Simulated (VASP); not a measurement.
Sb, 1 atom in the cell. It takes space group Im-3m (No. 229, cubic). Conventional cell: a = 3.743 Å, b = 3.743 Å, c = 3.743 Å, α = 90.00°, β = 90.00°, γ = 90.00°. Sb (site symmetry m-3m) has 14 Sb at 3.24 to 3.74 Å within 4.3 Å. 

```yaml
Program: VASP 6.6.1
Task: relaxation of cell and atoms
Functional: RPBE
Dispersion: D3(BJ)
Potentials_or_basis: VASP PAW PBE potentials, release 64 (Sb)
Cutoff: 600 eV
k_mesh: 10 × 10 × 10
Occupations: fermi-dirac, width 0.05 eV
Spin: no spin polarisation
Dipole_correction: no
Further_INCAR_settings: ALGO = Normal; EDIFF = 1e-06; IBRION = 2; EDIFFG = -0.01; NSW = 60; ISIF = 3
```

Potentials or basis: VASP PAW PBE potentials, release 64 (Sb).

Run with:

```bash
$ cat potpaw_PBE.64/Sb/POTCAR > POTCAR
$ mpirun -np 1 vasp_std > vasp.out
```

Hardware: 1 thread of Intel Xeon 8259CL, on a shared host.

Task: Estimate the wall time of this run.

Result: Run time: 50 s on 1 thread of Intel Xeon 8259CL, with other jobs on the host, peak memory 0.18 GiB. Counts: scf iterations 33, k points 47, ion steps 5.
